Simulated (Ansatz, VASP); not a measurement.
C in VASP and in Ansatz

POSCAR

```
C
1.0
    1.7801417073     -1.7801417073      0.0000000000
    1.7801417073      0.0000000000     -1.7801417073
    7.0339642889      7.0339642889      7.0339642889
C
12
Direct
    0.6666666667      0.6666666667      0.2742015914
    0.0000000000      0.0000000000      0.1054829159
    0.3333333333      0.3333333333      0.4429202669
    0.6666666667      0.6666666667      0.7803576178
    1.0000000000      1.0000000000      0.6116389424
    0.3333333333      0.3333333333      0.9490762933
    0.6666666667      0.6666666667      0.4007405980
    1.0000000000      1.0000000000      0.2320219225
    0.3333333333      0.3333333333      0.5694592735
    0.6666666667      0.6666666667      0.9068966245
    0.0000000000      0.0000000000      0.7381779490
    0.3333333333      0.3333333333      0.0633032470
```

File INCAR.step1:

```
PREC = Accurate
ENCUT = 520
ISMEAR = 0
SIGMA = 0.05
LREAL = F
LASPH = T
NELM = 60
NBANDS = 36
GGA = PE
ALGO = Normal
EDIFF = 1E-4
LWAVE = T
LCHARG = F
```

INCAR.step2

```
PREC = Accurate
ENCUT = 520
EDIFF = 1E-6
ISMEAR = 0
SIGMA = 0.05
LREAL = F
LASPH = T
NELM = 60
ALGO = Normal
ISIF = 2
LWAVE = F
LCHARG = F
METAGGA = R2SCAN
LMIXTAU = T
NBANDS = 36
ISTART = 1
```

The input KPOINTS:

```
Automatic mesh
0
Gamma
  10 10 2
```

Input for Ansatz:

```yaml
crystal:
  lattice:
    - [1.7801417073, -1.7801417073, 0.0]
    - [1.7801417073, 0.0, -1.7801417073]
    - [7.0339642889, 7.0339642889, 7.0339642889]
  atoms:
    - { symbol: C, position: [0.6666666667, 0.6666666667, 0.2742015914] }
    - { symbol: C, position: [0.0, 0.0, 0.1054829159] }
    - { symbol: C, position: [0.3333333333, 0.3333333333, 0.4429202669] }
    - { symbol: C, position: [0.6666666667, 0.6666666667, 0.7803576178] }
    - { symbol: C, position: [1.0, 1.0, 0.6116389424] }
    - { symbol: C, position: [0.3333333333, 0.3333333333, 0.9490762933] }
    - { symbol: C, position: [0.6666666667, 0.6666666667, 0.400740598] }
    - { symbol: C, position: [1.0, 1.0, 0.2320219225] }
    - { symbol: C, position: [0.3333333333, 0.3333333333, 0.5694592735] }
    - { symbol: C, position: [0.6666666667, 0.6666666667, 0.9068966245] }
    - { symbol: C, position: [0.0, 0.0, 0.738177949] }
    - { symbol: C, position: [0.3333333333, 0.3333333333, 0.063303247] }
basis:
  ecutwfc: 500
kpoints:
  mp_grid: { grid: [10, 10, 2] }
hamiltonian:
  xc: r2scan
scf:
  occupations: { method: gaussian, width: 0.05 }
output:
  forces: true
  stress: true
  eigenvalues: true
```

Alike in both runs: task single point; functional r2SCAN; k mesh 10 × 10 × 2; occupations gaussian, width 0.05 eV; no spin polarisation.

|  | VASP | Ansatz |
| --- | --- | --- |
| version | VASP 6.6.1 | Ansatz 0.2.0 |
| potentials or method | VASP PAW PBE potentials, release 64 (C), cutoff 520 eV | scalar-relativistic, plane waves, PAW |
| valence electrons in the cell | 48 | 48 |

Ansatz gave:

| Item | Value |
| --- | --- |
| gap on the k mesh at the Fermi level (eV) | 4.33 |
| least direct gap on the mesh (eV) | 5.65 |
| pressure (GPa) | 7.4 |
| traceless stress, the component that is largest in VASP (GPa) | 6.70 |
| rms of the force components (eV/Å) | 1.073 |

Q: Estimate VASP's values.

A: gap on the k mesh at the Fermi level (eV): 4.30; least direct gap on the mesh (eV): 5.61; pressure (GPa): 8.6; traceless stress, the component that is largest in VASP (GPa): 6.76; rms of the force components (eV/Å): 1.084.

VASP's potentials were made for PBE, not for r2SCAN. Atom by atom the forces differ by 0.011 eV/Å (rms over components).
